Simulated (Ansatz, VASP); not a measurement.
## LiPd2N3: VASP beside Ansatz

```
Li Pd N
1.0
     4.01615    0.00000    0.00000
     0.00000    4.01615    0.00000
     0.00000    0.00000    4.31903
Li Pd N
1 2 3
Direct
  0.50000 0.50000 0.50000
  0.00000 0.00000 0.24679
  0.00000 0.00000 0.75321
  0.00000 0.50000 0.00000
  0.50000 0.00000 0.00000
  0.50000 0.50000 0.00000
```

Alike in both runs: task relaxation of cell and atoms; functional PBE; k mesh 4 × 4 × 4; occupations gaussian, width 0.1 eV; no spin polarisation.

|  | VASP | Ansatz |
| --- | --- | --- |
| version | VASP 6.6.1 | Ansatz 0.2.0 |
| potentials or method | VASP PAW PBE potentials, release 64 (Li_sv, Pd, N), cutoff 600 eV | scalar-relativistic, plane waves, PAW |
| valence electrons in the cell | 38 | 54 |

|  | VASP | Ansatz | Ansatz less VASP |
| --- | --- | --- | --- |
| gap on the k mesh at the Fermi level, each at its own relaxed structure (eV) | none | none | - |
| relaxed volume (Å³/atom) | 11.48 | 11.52 | +0.036 |
| relaxed length of the cell vector where the two differ most in proportion (Å) | 3.653 | 3.657 | +0.0041 |

A gap of «none» marks a metal or a gap that the smearing closes. VASP's potentials hold 38 valence electrons a cell and Ansatz's 54, so a difference there can come from the potentials and not from the codes.

The k mesh is coarse, so the values compare programs but aren't converged. Noted on VASP's run: the cutoff is under 1.25 times that of the potentials, so the pressure is a little rough.
